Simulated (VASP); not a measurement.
A run of VASP 6.6.1 is set up as follows.

Contents of INCAR:

```
PREC     = Accurate       # precision mode
ENCUT    = 520            # plane-wave cutoff, eV
EDIFF    = 1E-6           # SCF threshold, eV
ISMEAR   = 0              # smearing method
SIGMA    = 0.05           # smearing width, eV
LREAL    = F              # projectors in reciprocal space
LASPH    = T              # aspherical terms in the spheres
NELM     = 60             # most SCF steps
ALGO     = Normal         # electronic algorithm
ISIF     = 2              # what is computed and relaxed
LWAVE    = F              # write WAVECAR
LCHARG   = F              # write CHGCAR
GGA      = CA             # functional
NBANDS   = 15             # bands
```

The input KPOINTS:

```
regular mesh
0
Gamma
  8 8 8
```

File POSCAR:

```
KMgH3
1.0
    4.1256250000      0.0000000000      0.0000000000
    0.0000000000      4.1256250000      0.0000000000
    0.0000000000      0.0000000000      4.1256250000
K Mg H
1 1 3
Direct
    0.0000000000      0.0000000000      0.0000000000
    0.5000000000      0.5000000000      0.5000000000
    0.0000000000      0.5000000000      0.5000000000
    0.5000000000      0.0000000000      0.5000000000
    0.5000000000      0.5000000000      0.0000000000
```

Potentials or basis: VASP PAW LDA potentials, release 64 (K_sv, Mg, H).

The run is started by

```console
$ cat potpaw_LDA.64/K_sv/POTCAR potpaw_LDA.64/Mg/POTCAR potpaw_LDA.64/H/POTCAR > POTCAR
$ mpirun -np 1 vasp_std > vasp.out
```

Predict the band gap on the k mesh.

1.82 eV, indirect (least direct gap 3.86 eV).

Predict the pressure.

-5.1 GPa.

Caveat: the cell differs from its parent crystal (strain +0.025 along x and y, +0.025 along z). A k mesh can miss the band edges.
